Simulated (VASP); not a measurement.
# FeGe (P2_13) in VASP: single point with PBE

Aim: the single point of FeGe with PBE.

Everything below comes from runs of VASP 6.6.1. Logs are shortened: lines on timing, memory, paths and dates and some standing lists are left out, and cuts for length are marked.

## Step 1: The cell of the first run

It takes space group P2_13 (No. 198, cubic). Conventional cell: a = 4.663 Å, b = 4.663 Å, c = 4.663 Å, α = 90.00°, β = 90.00°, γ = 90.00°. Fe (site symmetry 3) has 7 Ge at 2.37 to 2.63 Å and 6 Fe at 2.86 Å within 3.1 Å. Within 3.1 Å of Ge (site symmetry 3) lie 7 Fe at 2.37 to 2.63 Å and 6 Ge at 2.89 Å.

## Step 2: Single point, PBE

File INCAR:

```
ALGO = Normal
EDIFF = 1E-6
ENCUT = 520
GGA = PE
ISIF = 2
ISMEAR = 0
LASPH = True
LCHARG = True
LELF = True
LREAL = False
LVHAR = True
LWAVE = False
NBANDS = 54
NELM = 60
PREC = Accurate
SIGMA = 0.05
```

File KPOINTS:

```
k-points
0
Gamma
  8 8 8
```

File POSCAR:

```
FeGe
1.0
    4.6626167036      0.0000000000      0.0000000000
    0.0000000000      4.6626167036      0.0000000000
    0.0000000000      0.0000000000      4.6626167036
Fe Ge
4 4
Direct
    0.1349101328      0.1349101328      0.1349101328
    0.3650898672      0.8650898672      0.6349101328
    0.6349101328      0.3650898672      0.8650898672
    0.8650898672      0.6349101328      0.3650898672
    0.8417623854      0.8417623854      0.8417623854
    0.6582376146      0.1582376146      0.3417623854
    0.3417623854      0.6582376146      0.1582376146
    0.1582376146      0.3417623854      0.6582376146
```

Potentials or basis: VASP PAW PBE potentials, release 64 (Fe, Ge_d).

Run with:

```bash
$ cat potpaw_PBE.64/Fe/POTCAR potpaw_PBE.64/Ge_d/POTCAR > POTCAR
$ mpirun -np 1 vasp_std > vasp.out
```

OUTCAR:

```text
EDIFF = 1E-6
   ENCUT = 520
   GGA = PE
   ISIF = 2
   ISMEAR = 0
   LASPH = True
   LREAL = False
   NELM = 60
   PREC = Accurate

 ion  position               nearest neighbor table
   1  0.135  0.135  0.135-   5 2.37   6 2.43   7 2.43   8 2.43   7 2.63   8 2.63   6 2.63   3 2.86
                             4 2.86   2 2.86   2 2.86   4 2.86   3 2.86
   2  0.365  0.865  0.635-   6 2.37   5 2.43   7 2.43   8 2.43   7 2.63   8 2.63   5 2.63   1 2.86
                             1 2.86   3 2.86   3 2.86   4 2.86   4 2.86
   3  0.635  0.365  0.865-   7 2.37   6 2.43   5 2.43   8 2.43   8 2.63   6 2.63   5 2.63   1 2.86
                             4 2.86   2 2.86   2 2.86   4 2.86   1 2.86
   4  0.865  0.635  0.365-   8 2.37   6 2.43   7 2.43   5 2.43   6 2.63   5 2.63   7 2.63   1 2.86
                             3 2.86   2 2.86   1 2.86   2 2.86   3 2.86
   5  0.842  0.842  0.842-   1 2.37   2 2.43   3 2.43   4 2.43   3 2.63   4 2.63   2 2.63   6 2.89
                             7 2.89   8 2.89   6 2.89   8 2.89   7 2.89
   6  0.658  0.158  0.342-   2 2.37   1 2.43   3 2.43   4 2.43   3 2.63   4 2.63   1 2.63   8 2.89
                             5 2.89   5 2.89   7 2.89   7 2.89   8 2.89
   7  0.342  0.658  0.158-   3 2.37   2 2.43   1 2.43   4 2.43   4 2.63   2 2.63   1 2.63   8 2.89
                             5 2.89   8 2.89   6 2.89   6 2.89   5 2.89
   8  0.158  0.342  0.658-   4 2.37   2 2.43   3 2.43   1 2.43   2 2.63   1 2.63   3 2.63   7 2.89
                             5 2.89   7 2.89   5 2.89   6 2.89   6 2.89

  LATTYP: Found a simple cubic cell.
 ALAT       =     4.6626167036

  Lattice vectors:

 A1 = (   4.6626167036,   0.0000000000,   0.0000000000)
 A2 = (   0.0000000000,   4.6626167036,   0.0000000000)
 A3 = (   0.0000000000,   0.0000000000,   4.6626167036)

Analysis of symmetry for initial positions (statically):
=====================================================================
 Subroutine PRICEL returns:
 Original cell was already a primitive cell.

 Routine SETGRP: Setting up the symmetry group for a
 simple cubic supercell.

 Subroutine GETGRP returns: Found 12 space group operations
 (whereof  3 operations were pure point group operations)
 out of a pool of 48 trial point group operations.

The static configuration has the point symmetry C_3 .
 The point group associated with its full space group is T   .

Analysis of symmetry for dynamics (positions and initial velocities):
=====================================================================
 Subroutine PRICEL returns:
 Original cell was already a primitive cell.

 Routine SETGRP: Setting up the symmetry group for a
 simple cubic supercell.

 Subroutine GETGRP returns: Found 12 space group operations
 (whereof  3 operations were pure point group operations)
 out of a pool of 48 trial point group operations.

The dynamic configuration has the point symmetry C_3 .
 The point group associated with its full space group is T   .

 Subroutine INISYM returns: Found 12 space group operations
 (whereof  3 operations are pure point group operations),
 and found     1 'primitive' translations

----------------------------------------------------------------------------------------

                                     Primitive cell

  volume of cell :     101.3653

  direct lattice vectors                    reciprocal lattice vectors
     4.662616704  0.000000000  0.000000000     0.214471844  0.000000000  0.000000000
     0.000000000  4.662616704  0.000000000     0.000000000  0.214471844  0.000000000
     0.000000000  0.000000000  4.662616704     0.000000000  0.000000000  0.214471844

  length of vectors
     4.662616704  4.662616704  4.662616704     0.214471844  0.214471844  0.214471844

  position of ions in fractional coordinates (direct lattice)
     0.134910133  0.134910133  0.134910133
     0.365089867  0.865089867  0.634910133
     0.634910133  0.365089867  0.865089867
     0.865089867  0.634910133  0.365089867
     0.841762385  0.841762385  0.841762385
     0.658237615  0.158237615  0.341762385
     0.341762385  0.658237615  0.158237615
     0.158237615  0.341762385  0.658237615

  ion indices of the primitive-cell ions
   primitive index   ion index
                 1           1
                 2           2
                 3           3
                 4           4
                 5           5
                 6           6
                 7           7
                 8           8

----------------------------------------------------------------------------------------

 KPOINTS: k-points

Automatic generation of k-mesh.
 Grid dimensions read from file:
 generate k-points for:    8    8    8

 Generating k-lattice:

  Cartesian coordinates                     Fractional coordinates (reciprocal lattice)
     0.026808980  0.000000000  0.000000000     0.125000000  0.000000000  0.000000000
     0.000000000  0.026808980  0.000000000     0.000000000  0.125000000  0.000000000
     0.000000000  0.000000000  0.026808980     0.000000000  0.000000000  0.125000000

  Length of vectors
     0.026808980  0.026808980  0.026808980

  Shift w.r.t. Gamma in fractional coordinates (k-lattice)
     0.000000000  0.000000000  0.000000000

 Subroutine IBZKPT returns following result:
 ===========================================

 Found     45 irreducible k-points:

 Following reciprocal coordinates:
            Coordinates               Weight
  0.000000  0.000000  0.000000      1.000000
  0.125000  0.000000  0.000000      6.000000
  0.250000  0.000000  0.000000      6.000000
  0.375000  0.000000  0.000000      6.000000
  0.500000  0.000000  0.000000      3.000000
  0.125000  0.125000  0.000000     12.000000
[... 16 lines left out ...]
  0.250000  0.125000  0.125000     24.000000
  0.375000  0.125000  0.125000     24.000000
 [... further k-points ...]
   k-points           NKPTS =     45   k-points in BZ     NKDIM =     45   number of bands    NBANDS=     54
   number of dos      NEDOS =    301   number of ions     NIONS =      8
   total plane-waves  NPLWV =  46656
   dimension x,y,z NGX =    36 NGY =   36 NGZ =   36
   dimension x,y,z NGXF=    72 NGYF=   72 NGZF=   72
   ions per type =               4   4
   NGX,Y,Z   is equivalent  to a cutoff of  12.84, 12.84, 12.84 a.u.
   NGXF,Y,Z  is equivalent  to a cutoff of  25.67, 25.67, 25.67 a.u.
 SYSTEM =  unknown system
   PREC   = accura    normal or accurate (medium, high low for compatibility)
   ISTART =      0    job   : 0-new  1-cont  2-samecut
   ICHARG =      2    charge: 1-file 2-atom 10-const
   ISPIN  =      1    spin polarized calculation?
   LNONCOLLINEAR =      F non collinear calculations
   LSORBIT =      F    spin-orbit coupling
   LASPH  =      T    aspherical Exc in radial PAW
   ENCUT  =  520.0 eV  38.22 Ry    6.18 a.u.   8.67  8.67  8.67*2*pi/ulx,y,z
   NELM   =     60;   NELMIN=  2; NELMDL= -5     # of ELM steps
   EDIFF  = 0.1E-05   stopping-criterion for ELM
   LREAL  =      F    real-space projection
   EDIFFG = 0.1E-04   stopping-criterion for IOM
   NSW    =      0    number of steps for IOM
   IBRION =     -1    ionic relax: 0-MD 1-quasi-New 2-CG
   NFREE  =      0    steps in history (QN), initial steepest desc. (CG)
   ISIF   =      2    stress and relaxation
   ISYM   =      2    0-nonsym 1-usesym 2-fastsym
   POTIM  = 0.5000    time-step for ionic-motion
   TEBEG  =    0.0;   TEEND  =   0.0 temperature during run
   PSTRESS=    0.0 pullay stress
   NELECT =      88.0000    total number of electrons
   NUPDOWN=      -1.0000    fix difference up-down
   EMIN   =  10.00;   EMAX   =-10.00  energy-range for DOS
   EFERMI =   0.00;   METHOD = LEGACY
   ISMEAR =     0;   SIGMA  =   0.05  broadening in eV -4-tet -1-fermi 0-gaus
   EFERMI_NEDOS =   21; number of points for ismear=-14 and -15
   IALGO  =     38    algorithm
   IMIX   =      4    mixing-type and parameters
     AMIX     =   0.40;   BMIX     =  1.00
     AMIX_MAG =   1.60;   BMIX_MAG =  1.00
  volume/ion in A,a.u.               =      12.67        85.51
  Fermi-wavevector in a.u.,A,eV,Ry     =   1.561730  2.951242 33.184626  2.439001
  Thomas-Fermi vector in A             =   2.664753
   LORBIT       =      0    0 simple, 1 ext, 2 COOP (PROOUT), +10 PAW based schemes
   GGA     = PE    functional components
   LHFCALC =     F    Hartree Fock is set to
   AEXX    =    0.0000 exact exchange contribution
   IVDW    =     0    specifies the selected vdW correction
   LEPSILON=     F    determine dielectric tensor
   LRPA    =     F    only Hartree local field effects (RPA)
 non-spin polarized calculation
 Gauss-broadening in eV      SIGMA  =   0.05
  energy-cutoff  :      520.00
  volume of cell :      101.37
 maximum number of plane-waves:      2800
   NGX = 17   NGY = 17   NGZ = 17

 number of electron      87.9999920 magnetization

 Free energy of the ion-electron system (eV)
  ---------------------------------------------------
  ext. energy  EPLUGINS =         0.00000000
  ---------------------------------------------------
  free energy    TOTEN  =       -51.59740486 eV

  energy without entropy =      -51.59259471  energy(sigma->0) =      -51.59499978

 E-fermi :   8.0906     XC(G=0): -12.9758

 val. band max:        8.0456165324   @ k =   0.2500   0.1250   0.1250
 cond. band min:       8.1332954113   @ k =   0.2500   0.2500   0.0000
 fundamental gap:      0.0876788790
 Fermi energy:         8.0905947126

 k-point     1 :       0.0000    0.0000    0.0000
  band No.  band energies     occupation
      1     -16.5092      2.00000
      2     -16.5092      2.00000
      3     -16.5092      2.00000
      4     -16.4706      2.00000
      5     -16.4706      2.00000
      6     -16.4706      2.00000
[... 46 lines left out ...]
     53      11.9542      0.00000
     54      11.9542      0.00000

 k-point     2 :       0.1250    0.0000    0.0000
  band No.  band energies     occupation
      1     -16.5104      2.00000
      2     -16.5085      2.00000
      3     -16.5084      2.00000
      4     -16.4727      2.00000
      5     -16.4696      2.00000
      6     -16.4656      2.00000
[... 46 lines left out ...]
     53      12.0889      0.00000
     54      12.1215      0.00000
[... 1195 lines left out ...]
     53      11.7204      0.00000
     54      12.5032      0.00000

 k-point    24 :       0.3750    0.1250    0.1250
  band No.  band energies     occupation
      1     -16.5105      2.00000
      2     -16.5071      2.00000
      3     -16.5000      2.00000
      4     -16.4849      2.00000
      5     -16.4637      2.00000
      6     -16.4598      2.00000
[... 46 lines left out ...]
     53      11.7664      0.00000
     54      12.6012      0.00000

 [... further k-points ...]
[... 5 lines left out ...]
  --------------------------------------------------------------------------------------
  -------------------------------------------------------------------------------------
  Total       -1.8212471     -1.8212471     -1.8212471     -0.0000000     -0.0000000      0.0000000
  in kB      -28.7865952    -28.7865952    -28.7865952     -0.0000000     -0.0000000      0.0000000
  external PRESSURE =     -28.7865952 kB  Pullay stress =       0.0000000 kB

 VOLUME and BASIS-vectors are now :
 -----------------------------------------------------------------------------
  energy-cutoff  :      520.00
  volume of cell :      101.37
      direct lattice vectors                 reciprocal lattice vectors
     4.662616704  0.000000000  0.000000000     0.214471844  0.000000000  0.000000000
     0.000000000  4.662616704  0.000000000     0.000000000  0.214471844  0.000000000
     0.000000000  0.000000000  4.662616704     0.000000000  0.000000000  0.214471844

 POSITION                                       TOTAL-FORCE (eV/Angst)
 -----------------------------------------------------------------------------------
      0.62903      0.62903      0.62903        -0.065681     -0.065681     -0.065681
      1.70227      4.03358      2.96034         0.065681      0.065681     -0.065681
      2.96034      1.70227      4.03358        -0.065681      0.065681      0.065681
      4.03358      2.96034      1.70227         0.065681     -0.065681      0.065681
      3.92482      3.92482      3.92482        -0.216059     -0.216059     -0.216059
      3.06911      0.73780      1.59351         0.216059      0.216059     -0.216059
      1.59351      3.06911      0.73780        -0.216059      0.216059      0.216059
      0.73780      1.59351      3.06911         0.216059     -0.216059      0.216059
 -----------------------------------------------------------------------------------
    total drift:                               -0.000001     -0.000000      0.000000

  FREE ENERGIE OF THE ION-ELECTRON SYSTEM (eV)
  ---------------------------------------------------
  free  energy   TOTEN  =       -51.5974048600 eV

  energy  without entropy=      -51.5925947077  energy(sigma->0) =      -51.59499978
```

Wall time 2 min (1 thread of AMD EPYC 9R45 (Zen 5), shared host); peak memory 0.3 GiB.

Results:

- Free energy: -51.5974 eV
- Pressure: -2.9 GPa
- Largest force: 0.374 eV/Å
- Band gap on the k mesh: 0.09 eV, indirect (least direct gap 0.11 eV)

Forces on the atoms (eV/Å):
```
Fe  -0.066 -0.066 -0.066
Fe   0.066  0.066 -0.066
Fe  -0.066  0.066  0.066
Fe   0.066 -0.066  0.066
Ge  -0.216 -0.216 -0.216
Ge   0.216  0.216 -0.216
Ge  -0.216  0.216  0.216
Ge   0.216 -0.216  0.216
```

A k mesh can miss the band edges. Spin polarisation is off, so any magnetic state and its effect on volume and gap are missing.
